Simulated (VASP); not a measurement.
# Al7RhN8 (P1) in VASP: single point with PBEsol+U

Aim: the single point of Al7RhN8 with PBEsol+U.

Program: VASP 6.6.1. These are calculated values, not measurements. Logs are shortened: lines on timing, memory, paths and dates and some standing lists are left out, and cuts for length are marked.

**1. The cell of the first run**

The typed cell holds 16 atoms: a = 6.220 Å, b = 6.220 Å, c = 4.980 Å, α = 90.00°, β = 90.00°, γ = 120.00°.

**2. Single point, PBEsol+U, collinear spin, ferromagnetic start**

Contents of INCAR:

```
SYSTEM = Al7RhN8
ALGO = Normal
EDIFF = 1E-7
ENCUT = 520
GGA = PS
ISIF = 2
ISMEAR = 0
ISPIN = 2
LASPH = .True.
LCHARG = .False.
LDAU = .True.
LDAUJ = 0 0 0
LDAUL = 2 -1 -1
LDAUPRINT = 1
LDAUTYPE = 2
LDAUU = 2 0 0
LMAXMIX = 4
LORBIT = 11
LREAL = Auto
LWAVE = .False.
MAGMOM = 1 0 0 0 0 0 0 0 0 0 0 0 0 0 0 0
NBANDS = 56
NELM = 150
NUPDOWN = 1.0
PREC = Accurate
SIGMA = 0.05
```

Contents of KPOINTS:

```
k-points
0
Gamma
  3 3 4
  0 0 0
```

Contents of POSCAR:

```
Al7RhN8
1.0
    6.2200009000      0.0000000000      0.0000000000
   -3.1100004000      5.3866788000      0.0000000000
    0.0000000000      0.0000000000      4.9800000000
Rh Al N
1 7 8
Direct
    0.3332115613      0.1672873167      0.9670025164
    0.3371524352      0.6691299461      0.0064966929
    0.8310097354      0.1628412527      0.0067394622
    0.8312705180      0.6690789620      0.0063765683
    0.1638091504      0.3364534779      0.4978083476
    0.1639564111      0.8287378261      0.4974977478
    0.6717424666      0.3364334148      0.4976738655
    0.6665031960      0.8336231416      0.5028267348
    0.3332061996      0.1673614626      0.4090220889
    0.3358177260      0.6684647710      0.3817808908
    0.8317487646      0.1643737163      0.3819538471
    0.8319002051      0.6684144230      0.3817133424
    0.1519113100      0.3481628199      0.8755005379
    0.1521889848      0.8049622370      0.8750210269
    0.6952935430      0.3479837801      0.8753603230
    0.6664697336      0.8336573798      0.8821300011
```

Potentials or basis: VASP PAW PBE potentials, release 64 (Rh_pv, Al, N).

Run with:

```bash
$ cat potpaw_PBE.64/Rh_pv/POTCAR potpaw_PBE.64/Al/POTCAR potpaw_PBE.64/N/POTCAR > POTCAR
$ mpirun -np 1 vasp_std > vasp.out
```

OUTCAR:

```text
SYSTEM = Al7RhN8
   EDIFF = 1E-7
   ENCUT = 520
   GGA = PS
   ISIF = 2
   ISMEAR = 0
   ISPIN = 2
   LASPH = .True.
   LORBIT = 11
   LREAL = Auto
   NELM = 150
   NUPDOWN = 1.0
   PREC = Accurate

 ion  position               nearest neighbor table
   1  0.333  0.167  0.967-  15 2.00  13 2.00  14 2.00   9 2.20   5 2.96   7 2.96   6 2.97   2 3.12
                             4 3.12   3 3.12   3 3.12   4 3.12   2 3.12   6 3.21   7 3.21   5 3.21
   2  0.337  0.669  0.006-  14 1.85  13 1.85  10 1.87  16 1.88   6 3.03   5 3.03   8 3.04   3 3.07
                             8 3.07   4 3.07   5 3.10   6 3.10   1 3.12   1 3.12   4 3.15   3 3.15
   3  0.831  0.163  0.007-  15 1.85  13 1.85  11 1.87  16 1.88   7 3.03   5 3.03   8 3.04   2 3.07
                             4 3.07   8 3.07   5 3.10   7 3.11   1 3.12   1 3.12   4 3.15   2 3.15
   4  0.831  0.669  0.006-  14 1.85  15 1.85  12 1.87  16 1.88   6 3.03   7 3.03   8 3.04   8 3.07
                             3 3.07   2 3.07   7 3.10   6 3.10   1 3.12   1 3.12   2 3.15   3 3.15
   5  0.164  0.336  0.498-   9 1.88  11 1.88  10 1.88  13 1.89   1 2.96   3 3.03   2 3.03   7 3.06
                             6 3.06   2 3.10   3 3.10   8 3.11   8 3.11   6 3.16   7 3.16   1 3.21
   6  0.164  0.829  0.497-   9 1.88  12 1.88  10 1.88  14 1.88   1 2.97   2 3.03   4 3.03   5 3.06
                             7 3.06   4 3.10   2 3.10   8 3.11   8 3.11   7 3.16   5 3.16   1 3.21
   7  0.672  0.336  0.498-   9 1.88  12 1.88  11 1.88  15 1.89   1 2.96   3 3.03   4 3.03   5 3.06
                             6 3.06   4 3.10   3 3.11   8 3.11   8 3.11   6 3.16   5 3.16   1 3.21
   8  0.667  0.834  0.503-  12 1.88  10 1.88  11 1.88  16 1.89   3 3.04   2 3.04   4 3.04   4 3.07
                             2 3.07   3 3.07   7 3.11   6 3.11   5 3.11   5 3.11   6 3.11   7 3.11
   9  0.333  0.167  0.409-   5 1.88   7 1.88   6 1.88   1 2.20
  10  0.336  0.668  0.382-   2 1.87   5 1.88   6 1.88   8 1.88
  11  0.832  0.164  0.382-   3 1.87   7 1.88   5 1.88   8 1.88
  12  0.832  0.668  0.382-   4 1.87   7 1.88   6 1.88   8 1.88
  13  0.152  0.348  0.876-   2 1.85   3 1.85   5 1.89   1 2.00
  14  0.152  0.805  0.875-   2 1.85   4 1.85   6 1.88   1 2.00
  15  0.695  0.348  0.875-   3 1.85   4 1.85   7 1.89   1 2.00
  16  0.666  0.834  0.882-   3 1.88   2 1.88   4 1.88   8 1.89

  LATTYP: Found a hexagonal cell.
 ALAT       =     6.2200009000
 C/A-ratio  =     0.8006429710

  Lattice vectors:

 A1 = (   6.2200009000,   0.0000000000,   0.0000000000)
 A2 = (  -3.1100004000,   5.3866788000,   0.0000000000)
 A3 = (   0.0000000000,   0.0000000000,   4.9800000000)

Analysis of symmetry for initial positions (statically):
=====================================================================
 Subroutine PRICEL returns:
 Original cell was already a primitive cell.

 Routine SETGRP: Setting up the symmetry group for a
 hexagonal supercell.

 Subroutine GETGRP returns: Found  1 space group operations
 (whereof  1 operations were pure point group operations)
 out of a pool of 24 trial point group operations.

The static configuration has the point symmetry C_1 .

Analysis of symmetry for dynamics (positions and initial velocities):
=====================================================================
 Subroutine PRICEL returns:
 Original cell was already a primitive cell.

 Routine SETGRP: Setting up the symmetry group for a
 hexagonal supercell.

 Subroutine GETGRP returns: Found  1 space group operations
 (whereof  1 operations were pure point group operations)
 out of a pool of 24 trial point group operations.

The dynamic configuration has the point symmetry C_1 .

Analysis of structural, dynamic, and magnetic symmetry:
=====================================================================
 Subroutine PRICEL returns:
 Original cell was already a primitive cell.

 Routine SETGRP: Setting up the symmetry group for a
 hexagonal supercell.

 Subroutine GETGRP returns: Found  1 space group operations
 (whereof  1 operations were pure point group operations)
 out of a pool of 24 trial point group operations.

The overall configuration has the point symmetry C_1 .

 Subroutine INISYM returns: Found  1 space group operations
 (whereof  1 operations are pure point group operations),
 and found     1 'primitive' translations

[... 156 lines left out ...]
 NGX is ok and might be reduce to    48
   NGX = 23   NGY = 23   NGZ = 19

atom =   1  type =  1  l = 2

 onsite density matrix

spin component  1

  0.7801  0.0000 -0.0003  0.0577 -0.0000
  0.0000  0.8787 -0.0004 -0.0000  0.0567
 -0.0003 -0.0004  0.6142  0.0000  0.0015
  0.0577 -0.0000  0.0000  0.8784  0.0000
 -0.0000  0.0567  0.0015  0.0000  0.7826

spin component  2

  0.5462  0.0002  0.0000  0.1415 -0.0006
  0.0002  0.8406  0.0004 -0.0001  0.1438
  0.0000  0.0004  0.5506 -0.0001 -0.0003
  0.1415 -0.0001 -0.0001  0.8415  0.0002
 -0.0006  0.1438 -0.0003  0.0002  0.5385

 occupancies and eigenvectors

  o =  0.4809  v =  0.0000  0.0000  0.0000  0.0000  0.0000 -0.0819  0.3699 -0.0062  0.0329 -0.9249      0.0000  0.0000  0.0000  0.0000  0.0000  0.0000  0.0000  0.0000  0.0000  0.0000
  o =  0.4894  v =  0.0000  0.0000  0.0000  0.0000  0.0000  0.9243  0.0328 -0.0014 -0.3714 -0.0819      0.0000  0.0000  0.0000  0.0000  0.0000  0.0000  0.0000  0.0000  0.0000  0.0000
  o =  0.5506  v =  0.0000  0.0000  0.0000  0.0000  0.0000  0.0009  0.0017  1.0000 -0.0002 -0.0061      0.0000  0.0000  0.0000  0.0000  0.0000  0.0000  0.0000  0.0000  0.0000  0.0000
  o =  0.6142  v = -0.0019 -0.0036 -0.9999  0.0006  0.0104  0.0000  0.0000  0.0000  0.0000  0.0000      0.0000  0.0000  0.0000  0.0000  0.0000  0.0000  0.0000  0.0000  0.0000  0.0000
  o =  0.7535  v =  0.9080 -0.0035 -0.0019 -0.4189  0.0074  0.0000  0.0000  0.0000  0.0000  0.0000      0.0000  0.0000  0.0000  0.0000  0.0000  0.0000  0.0000  0.0000  0.0000  0.0000
  o =  0.7563  v = -0.0074 -0.4204  0.0110  0.0034  0.9073  0.0000  0.0000  0.0000  0.0000  0.0000      0.0000  0.0000  0.0000  0.0000  0.0000  0.0000  0.0000  0.0000  0.0000  0.0000
  o =  0.8981  v =  0.0000  0.0000  0.0000  0.0000  0.0000  0.0412  0.9228  0.0007  0.1026  0.3691      0.0000  0.0000  0.0000  0.0000  0.0000  0.0000  0.0000  0.0000  0.0000  0.0000
  o =  0.8984  v =  0.0000  0.0000  0.0000  0.0000  0.0000 -0.3705  0.1026  0.0002 -0.9222  0.0411      0.0000  0.0000  0.0000  0.0000  0.0000  0.0000  0.0000  0.0000  0.0000  0.0000
  o =  0.9049  v =  0.0587  0.8984  0.0010  0.1271  0.4163  0.0000  0.0000  0.0000  0.0000  0.0000      0.0000  0.0000  0.0000  0.0000  0.0000  0.0000  0.0000  0.0000  0.0000  0.0000
  o =  0.9050  v = -0.4148  0.1270  0.0004 -0.8991  0.0588  0.0000  0.0000  0.0000  0.0000  0.0000      0.0000  0.0000  0.0000  0.0000  0.0000  0.0000  0.0000  0.0000  0.0000  0.0000

 number of electron      75.9999995 magnetization       1.0000000

 Free energy of the ion-electron system (eV)
  ---------------------------------------------------
  ext. energy  EPLUGINS =         0.00000000
  ---------------------------------------------------
  free energy    TOTEN  =      -121.05707890 eV

  energy without entropy =     -121.04952942  energy(sigma->0) =     -121.05330416

 E-fermi :   8.2993     XC(G=0): -11.4058

 val. band max:        8.2609762750   @ k =   0.0000   0.0000   0.2500
 cond. band min:       8.2998115401   @ k =   0.3333  -0.3333   0.2500
 fundamental gap:      0.0388352651
 Fermi energy:         8.3446573680

 spin component 1

 k-point     1 :       0.0000    0.0000    0.0000
  band No.  band energies     occupation
      1     -38.9122      1.00000
      2     -38.9107      1.00000
      3     -38.4052      1.00000
      4      -8.9449      1.00000
      5      -7.0624      1.00000
      6      -7.0621      1.00000
[... 996 lines left out ...]
     49      14.2741      0.00000
     50      14.8660      0.00000
 Fermi energy:         8.2992647917

 spin component 2

 k-point     1 :       0.0000    0.0000    0.0000
  band No.  band energies     occupation
      1     -38.3076      1.00000
      2     -38.3016      1.00000
      3     -38.1012      1.00000
      4      -8.9085      1.00000
      5      -7.0049      1.00000
      6      -7.0037      1.00000
[... 996 lines left out ...]
     49      14.4012      0.00000
     50      14.9142      0.00000
 [bands above 50 left out]

------------------------ aborting loop because EDIFF is reached ----------------------------------------

  FORCE on cell =-STRESS in cart. coord.  units (eV):
  Direction    XX          YY          ZZ          XY          YZ          ZX
  --------------------------------------------------------------------------------------
  -------------------------------------------------------------------------------------
  Total        7.7539568      7.7068781      4.2210435     -0.0073743      0.0217336     -0.0044579
  in kB       74.4548665     74.0028085     40.5312068     -0.0708093      0.2086895     -0.0428053
  external PRESSURE =      62.9962940 kB  Pullay stress =       0.0000000 kB

 VOLUME and BASIS-vectors are now :
 -----------------------------------------------------------------------------
  energy-cutoff  :      520.00
  volume of cell :      166.86
      direct lattice vectors                 reciprocal lattice vectors
     6.220000900  0.000000000  0.000000000     0.160771681  0.092821572  0.000000000
    -3.110000400  5.386678800  0.000000000     0.000000000  0.185643146  0.000000000
     0.000000000  0.000000000  4.980000000     0.000000000  0.000000000  0.200803213

 POSITION                                       TOTAL-FORCE (eV/Angst)
 -----------------------------------------------------------------------------------
      1.55231      0.90112      4.81567        -0.006040      0.000879     -0.048469
      0.01609      3.60439      0.03235         0.036013      0.020591      0.036418
      4.66244      0.87717      0.03356         0.000771     -0.033991      0.027840
      3.08967      3.60411      0.03176        -0.034354      0.017656      0.037265
     -0.02748      1.81237      2.47909         0.005958     -0.004511     -0.023705
     -1.55757      4.46414      2.47754         0.007560      0.010382     -0.021065
[... 8 lines left out ...]
      3.24250      1.87448      4.35929        -0.142909     -0.075188      0.021651
      1.55277      4.49064      4.39301         0.004970     -0.005997     -0.007537
 -----------------------------------------------------------------------------------
    total drift:                               -0.001835      0.002336      0.016996

  FREE ENERGIE OF THE ION-ELECTRON SYSTEM (eV)
  ---------------------------------------------------
  free  energy   TOTEN  =      -121.0570789011 eV

  energy  without entropy=     -121.0495294187  energy(sigma->0) =     -121.05330416

 total charge

# of ion       s       p       d       tot
------------------------------------------
    1        0.374   6.294   7.199  13.866
    2        0.376   0.465   0.000   0.841
    3        0.376   0.466   0.000   0.841
    4        0.376   0.465   0.000   0.841
    5        0.372   0.450   0.000   0.822
    6        0.372   0.450   0.000   0.823
[... 8 lines left out ...]
   15        1.236   2.575   0.000   3.811
   16        1.218   2.640   0.000   3.858
--------------------------------------------------
tot         12.810  30.312   7.199  50.321

 magnetization (x)

# of ion       s       p       d       tot
------------------------------------------
    1        0.005   0.034   0.616   0.654
    2        0.002   0.003   0.000   0.005
    3        0.002   0.003   0.000   0.005
    4        0.002   0.003   0.000   0.005
    5       -0.000   0.000   0.000   0.000
    6       -0.000   0.000   0.000   0.000
[... 8 lines left out ...]
   15        0.005   0.033   0.000   0.037
   16        0.000   0.002   0.000   0.003
--------------------------------------------------
tot          0.026   0.157   0.616   0.799
```

It took 19 min on 1 thread of Intel Xeon 8259CL, shared host; peak memory 0.49 GiB.

Results:

```
Free energy                                           : -121.0571 eV
Pressure                                              : 6.3 GPa
Largest force                                         : 0.173 eV/Å
Net moment                                            : 1.00 μB per cell
Site moments                                          : Rh +0.65; Al +0.01, +0.00 (each value once); N +0.01, +0.00, +0.04 (each value once) μB
Valence electrons inside the program's atomic spheres : Rh 13.87; Al 0.84, 0.82 (each value once); N 3.76, 3.86, 3.81 (each value once)
```

Forces on the atoms (eV/Å):
```
Rh  -0.006  0.001 -0.048
Al   0.036  0.021  0.036
Al   0.001 -0.034  0.028
Al  -0.034  0.018  0.037
Al   0.006 -0.005 -0.024
Al   0.008  0.010 -0.021
Al  -0.007 -0.013 -0.020
Al  -0.008  0.008 -0.005
N    0.001 -0.006 -0.039
N    0.002  0.004  0.000
N    0.003 -0.006 -0.004
N   -0.002  0.004 -0.002
N    0.147 -0.089  0.018
N   -0.008  0.168  0.030
N   -0.143 -0.075  0.022
N    0.005 -0.006 -0.008
```

Eigenvalues of the final occupation matrices:
```csv
site,spin,trace,eigenvalues
site 1 d,1,3.93,0.61 0.75 0.76 0.90 0.91
site 1 d,2,3.32,0.48 0.49 0.55 0.90 0.90
```

Caveat: the k points lie up to 0.39 Å⁻¹ apart; the PAW data sets were made with another functional, which shifts forces and pressure a little; the total moment is fixed, so each spin has its own Fermi level. The state reached can hang on the start; a lower one may exist.
